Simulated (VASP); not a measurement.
Runs of VASP 6.6.1 on Mo. The structure is that of space group P6_3/mmc (No. 194), or close to it. The cells are those of the table. 

| task | cell | k mesh | cutoff (eV) | gap on the mesh (eV) | pressure (GPa) | largest force (eV/Å) |
| --- | --- | --- | --- | --- | --- | --- |
| single point | a = 2.868, b = 2.868, c = 9.257 Å, angles 90.0, 90.0, 120.0°, 4 atoms | 18 × 18 × 6 | 520 | none | 0.5 | 0.03 |
| single point | a = 4.262, b = 4.262, c = 4.928 Å, angles 90.0, 90.0, 120.0°, 4 atoms | 12 × 12 × 10 | 520 | none | 0.5 | - |
| single point | a = 3.564, b = 3.564, c = 5.880 Å, angles 90.0, 90.0, 120.0°, 4 atoms | 6 × 6 × 4 | 520 | none | 80.7 | 1.67 |
| single point | a = 2.879, b = 2.879, c = 9.190 Å, angles 90.0, 90.0, 120.0°, 4 atoms | 6 × 6 × 4 | 520 | none | (a) | 0.03 |
| relaxation of cell and atoms | relaxed from a = 3.564, b = 3.564, c = 5.880 Å, angles 90.0, 90.0, 120.0°, 4 atoms | 6 × 6 × 4 | 600 | none | -0.1 | - |

Alike in all rows: level PBE; potentials or basis VASP PAW PBE potentials, release 64 (Mo_sv); no spin polarisation; smearing gaussian 0.1 eV.

Problem. Estimate the missing entries.

Solution. (a) 0.7.

Caveats: some runs use coarse meshes; forces of over 1 eV/Å act on the atoms, so gaps and moduli don't describe the material at rest (some runs).

A k mesh can miss the band edges, and the runs leave out spin-orbit coupling on Mo.

A gap of «none» marks levels without a gap at the run's occupations.
